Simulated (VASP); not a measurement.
Set up this calculation in VASP 6.6.1, as the native input.

* Task: relaxation of cell and atoms
* Functional: PBE
* Potentials or basis: VASP PAW PBE potentials, release 64 (C)
* Cutoff: 600 eV
* k mesh: 8 × 8 × 8
* Occupations: gaussian, width 0.01 eV
* Spin: no spin polarisation
* Target pressure: 4 GPa
* Dipole correction: no
* Further INCAR settings: ALGO = Normal; EDIFF = 1e-07; IBRION = 2; EDIFFG = -0.005; NSW = 80; ISIF = 3

The structure of C lies in POSCAR:

```
C
1.0
    2.5220660000      0.0000000000      0.0000000000
    1.2610330000      2.1841732260      0.0000000000
    1.2610330000      0.7280577420      2.0592582659
C
2
Direct
    0.0000000000      0.0000000000      0.0000000000
    0.2500000000      0.2500000000      0.2500000000
```

The input as run:

INCAR

```
SYSTEM = C
  ALGO = Normal
  EDIFF = 1E-7
  EDIFFG = -0.005
  ENCUT = 600
  GGA = PE
  GGA_COMPAT = .False.
  IBRION = 2
  ISIF = 3
  ISMEAR = 0
  LASPH = .True.
  LCHARG = .False.
  LREAL = .False.
  LWAVE = .False.
  NELM = 120
  NELMIN = 4
  NSW = 80
  PREC = Accurate
  PSTRESS = 40.0
  SIGMA = 0.01
```

KPOINTS

```
k-points
0
Gamma
  8 8 8
  0 0 0
```

Potentials or basis: VASP PAW PBE potentials, release 64 (C).

Command:

```bash
$ cat potpaw_PBE.64/C/POTCAR > POTCAR
$ mpirun -np 1 vasp_std > vasp.out
```

Results of the run:

```json
{"Relaxed volume": "5.64 Å³/atom", "Relaxed cell": "a = 2.518 Å, b = 2.518 Å, c = 2.518 Å, α = 60.00°, β = 60.00°, γ = 60.00°", "Space group after relaxing (to 0.05 Å)": "Fd-3m (No. 227)", "Energy change on relaxing (the enthalpy is what falls)": "+0.5 meV/atom", "Ionic steps": "3", "Pressure after relaxing": "4.0 GPa", "Band gap on the k mesh": "4.14 eV, indirect (least direct gap 5.60 eV)"}
```

Caveat: the cell is relaxed towards a set pressure, so the enthalpy falls and the energy may rise.

Run time: 11 s on 1 thread of Intel(R) Xeon(R) Platinum 8488C (Sapphire Rapids) (shared host), peak memory 0.11 GiB.
